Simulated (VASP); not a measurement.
# Y (Im-3m) in VASP: further runs, part 2 of 2

VASP 6.6.1. The steps go on from the part before.

## 3. Single point, PBE

This run uses another cell than the first one, of 33.05 Å³/atom, 1.087 times its volume.

INCAR reads:

```
ALGO = Normal
EDIFF = 1E-6
ENCUT = 520
GGA = PE
ISIF = 2
ISMEAR = -1
LASPH = True
LCHARG = False
LREAL = False
LWAVE = False
NBANDS = 12
NELM = 60
PREC = Accurate
SIGMA = 0.08
```

KPOINTS reads:

```
k-points
0
Gamma
  13 13 13
```

POSCAR reads:

```
Y
1.0
   -2.0217034476      2.0217034476      2.0217034476
    2.0217034476     -2.0217034476      2.0217034476
    2.0217034476      2.0217034476     -2.0217034476
Y
1
Direct
    0.0000000000      0.0000000000      0.0000000000
```

Potentials or basis: VASP PAW PBE potentials, release 64 (Y_sv).

The run is started by

```
$ cat potpaw_PBE.64/Y_sv/POTCAR > POTCAR
$ mpirun -np 1 vasp_std > vasp.out
```

OUTCAR:

```text
EDIFF = 1E-6
   ENCUT = 520
   GGA = PE
   ISIF = 2
   ISMEAR = -1
   LASPH = True
   LREAL = False
   NELM = 60
   PREC = Accurate

 ion  position               nearest neighbor table
   1  0.000  0.000  0.000-

  LATTYP: Found a body centered cubic cell.
 ALAT       =     4.0434068952

  Lattice vectors:

 A1 = (  -2.0217034476,   2.0217034476,   2.0217034476)
 A2 = (   2.0217034476,  -2.0217034476,   2.0217034476)
 A3 = (   2.0217034476,   2.0217034476,  -2.0217034476)

Analysis of symmetry for initial positions (statically):
=====================================================================
 Subroutine PRICEL returns:
 Original cell was already a primitive cell.

 Routine SETGRP: Setting up the symmetry group for a
 body centered cubic supercell.

 Subroutine GETGRP returns: Found 48 space group operations
 (whereof 48 operations were pure point group operations)
 out of a pool of 48 trial point group operations.

The static configuration has the point symmetry O_h .

Analysis of symmetry for dynamics (positions and initial velocities):
[... 166 lines left out ...]
      1     -39.7674      2.00000
      2     -19.4681      2.00000
      3     -19.4681      2.00000
      4     -19.4681      2.00000
      5      -1.6973      2.00000
      6       4.7624      0.00000
      7       4.7624      0.00000
      8       4.7624      0.00000
      9       6.6639      0.00000
     10       6.6639      0.00000
     11      13.3355      0.00000
     12      13.3355      0.00000
[... 331 lines left out ...]
 k-point    24 :       0.2308    0.0769    0.0769
  band No.  band energies     occupation
      1     -39.7202      2.00000
      2     -19.8501      2.00000
      3     -19.5843      2.00000
      4     -19.4967      2.00000
      5       0.5402      2.00000
      6       3.4624      0.02328
      7       3.5072      0.01335
      8       6.5655      0.00000
      9       6.9253      0.00000
     10       7.4521      0.00000
     11      12.7841      0.00000
     12      12.9107      0.00000

 [... further k-points ...]

------------------------ aborting loop because EDIFF is reached ----------------------------------------

  FORCE on cell =-STRESS in cart. coord.  units (eV):
  Direction    XX          YY          ZZ          XY          YZ          ZX
  --------------------------------------------------------------------------------------
  -------------------------------------------------------------------------------------
  Total       -0.0170899     -0.0170899     -0.0170899      0.0000000     -0.0000000     -0.0000000
  in kB       -0.8283964     -0.8283964     -0.8283964      0.0000000     -0.0000000     -0.0000000
  external PRESSURE =      -0.8283964 kB  Pullay stress =       0.0000000 kB

 VOLUME and BASIS-vectors are now :
 -----------------------------------------------------------------------------
  energy-cutoff  :      520.00
  volume of cell :       33.05
      direct lattice vectors                 reciprocal lattice vectors
    -2.021703448  2.021703448  2.021703448     0.000000000  0.247316193  0.247316193
     2.021703448 -2.021703448  2.021703448     0.247316193  0.000000000  0.247316193
     2.021703448  2.021703448 -2.021703448     0.247316193  0.247316193  0.000000000

 POSITION                                       TOTAL-FORCE (eV/Angst)
 -----------------------------------------------------------------------------------
      0.00000      0.00000      0.00000         0.000000     -0.000000      0.000000
 -----------------------------------------------------------------------------------
    total drift:                               -0.000000     -0.000000     -0.000000

  FREE ENERGIE OF THE ION-ELECTRON SYSTEM (eV)
  ---------------------------------------------------
  free  energy   TOTEN  =        -6.3354175195 eV

  energy  without entropy=       -6.2815324360  energy(sigma->0) =       -6.30847498
```

stdout:

```text
POSCAR found type information on POSCAR Y
 POSCAR found :  1 types and       1 ions
 scaLAPACK will be used
 LDA part: xc-table for (Slater+PW92), standard interpolation
 POSCAR, INCAR and KPOINTS ok, starting setup
 FFT: planning ... GRIDC
 FFT: planning ... GRID_SOFT
 FFT: planning ... GRID
 WAVECAR not read
 entering main loop
```

Wall time 36 s (1 thread of Intel Xeon Platinum 8488C (Sapphire Rapids), shared host); peak memory 0.19 GiB.

Results:

```
Free energy : -6.3354 eV
Pressure    : -0.1 GPa
```

## 4. Single point, PBE

This run uses another cell than the first one, of 33.05 Å³/atom, 1.087 times its volume.

INCAR reads:

```
SYSTEM = Y
ALGO = Normal
EDIFF = 1E-6
ENCUT = 520
GGA = PE
ISIF = 2
ISMEAR = -1
LASPH = .True.
LCHARG = .True.
LELF = .True.
LREAL = .False.
LVHAR = .True.
LWAVE = .False.
NBANDS = 12
NELM = 80
PREC = Accurate
SIGMA = 0.08
```

KPOINTS reads:

```
k-points
0
Gamma
  13 13 13
  0 0 0
```

POSCAR is that of step 3.

Potentials or basis: VASP PAW PBE potentials, release 64 (Y_sv).

The run is started by

```
$ cat potpaw_PBE.64/Y_sv/POTCAR > POTCAR
$ mpirun -np 1 vasp_std > vasp.out
```

OUTCAR:

```text
SYSTEM = Y
   EDIFF = 1E-6
   ENCUT = 520
   GGA = PE
   ISIF = 2
   ISMEAR = -1
   LASPH = .True.
   LREAL = .False.
   NELM = 80
   PREC = Accurate

 ion  position               nearest neighbor table
   1  0.000  0.000  0.000-

  LATTYP: Found a body centered cubic cell.
 ALAT       =     4.0434068952

  Lattice vectors:

 A1 = (  -2.0217034476,   2.0217034476,   2.0217034476)
 A2 = (   2.0217034476,  -2.0217034476,   2.0217034476)
[... 537 lines left out ...]
     10       7.4521      0.00000
     11      12.7841      0.00000
     12      12.9107      0.00000

 [... further k-points ...]

------------------------ aborting loop because EDIFF is reached ----------------------------------------

  FORCE on cell =-STRESS in cart. coord.  units (eV):
  Direction    XX          YY          ZZ          XY          YZ          ZX
  --------------------------------------------------------------------------------------
  -------------------------------------------------------------------------------------
  Total       -0.0170899     -0.0170899     -0.0170899      0.0000000     -0.0000000     -0.0000000
  in kB       -0.8283964     -0.8283964     -0.8283964      0.0000000     -0.0000000     -0.0000000
  external PRESSURE =      -0.8283964 kB  Pullay stress =       0.0000000 kB

 VOLUME and BASIS-vectors are now :
 -----------------------------------------------------------------------------
  energy-cutoff  :      520.00
  volume of cell :       33.05
      direct lattice vectors                 reciprocal lattice vectors
    -2.021703448  2.021703448  2.021703448     0.000000000  0.247316193  0.247316193
     2.021703448 -2.021703448  2.021703448     0.247316193  0.000000000  0.247316193
     2.021703448  2.021703448 -2.021703448     0.247316193  0.247316193  0.000000000

 POSITION                                       TOTAL-FORCE (eV/Angst)
 -----------------------------------------------------------------------------------
      0.00000      0.00000      0.00000         0.000000     -0.000000      0.000000
 -----------------------------------------------------------------------------------
    total drift:                               -0.000000     -0.000000     -0.000000

  FREE ENERGIE OF THE ION-ELECTRON SYSTEM (eV)
  ---------------------------------------------------
  free  energy   TOTEN  =        -6.3354175195 eV

  energy  without entropy=       -6.2815324360  energy(sigma->0) =       -6.30847498
```

OSZICAR:

```text
N       E                     dE             d eps       ncg     rms          rms(c)
DAV:   1     0.239713718668E+02    0.23971E+02   -0.55727E+03  2024   0.832E+02
DAV:   2    -0.520784291214E+01   -0.29179E+02   -0.28363E+02  2428   0.163E+02
DAV:   3    -0.652296616455E+01   -0.13151E+01   -0.12909E+01  2900   0.218E+01
DAV:   4    -0.655571747076E+01   -0.32751E-01   -0.32706E-01  2244   0.337E+00
DAV:   5    -0.655630066764E+01   -0.58320E-03   -0.58316E-03  2612   0.359E-01    0.240E+01
DAV:   6    -0.637645141575E+01    0.17985E+00   -0.20092E-01  2176   0.303E+00    0.146E+01
DAV:   7    -0.633939163480E+01    0.37060E-01   -0.29724E-01  2356   0.364E+00    0.109E+00
DAV:   8    -0.633573709006E+01    0.36545E-02   -0.38637E-02  2324   0.154E+00    0.183E-01
DAV:   9    -0.633546397328E+01    0.27312E-03   -0.88746E-04  2388   0.257E-01    0.974E-02
DAV:  10    -0.633541711757E+01    0.46856E-04   -0.20296E-04  2308   0.120E-01    0.317E-02
DAV:  11    -0.633541942029E+01   -0.23027E-05   -0.25275E-05  2212   0.418E-02    0.206E-02
DAV:  12    -0.633541787043E+01    0.15499E-05   -0.24987E-06  2240   0.138E-02    0.567E-03
DAV:  13    -0.633541751950E+01    0.35093E-06   -0.36349E-07  1160   0.461E-03
   1 F= -.63354175E+01 E0= -.63084750E+01  d E =-.538851E-01
```

stdout:

```text
POSCAR found type information on POSCAR Y
 POSCAR found :  1 types and       1 ions
 scaLAPACK will be used
 LDA part: xc-table for (Slater+PW92), standard interpolation
 POSCAR, INCAR and KPOINTS ok, starting setup
 FFT: planning ... GRIDC
 FFT: planning ... GRID_SOFT
 FFT: planning ... GRID
 WAVECAR not read
 entering main loop
```

Wall time 35 s (1 thread of Intel Xeon Platinum 8488C (Sapphire Rapids), shared host); peak memory 0.19 GiB.

What came out:

| Item | Value |
| --- | --- |
| Free energy | -6.3354 eV |
| Pressure | -0.1 GPa |

Levels at points of the mesh, in eV from the Fermi level:
```
           k point  band 3  band 4  band 5  band 6  band 7  band 8
(0.00, 0.00, 0.00)  -22.58  -22.58   -4.80    1.66    1.66    1.66
```
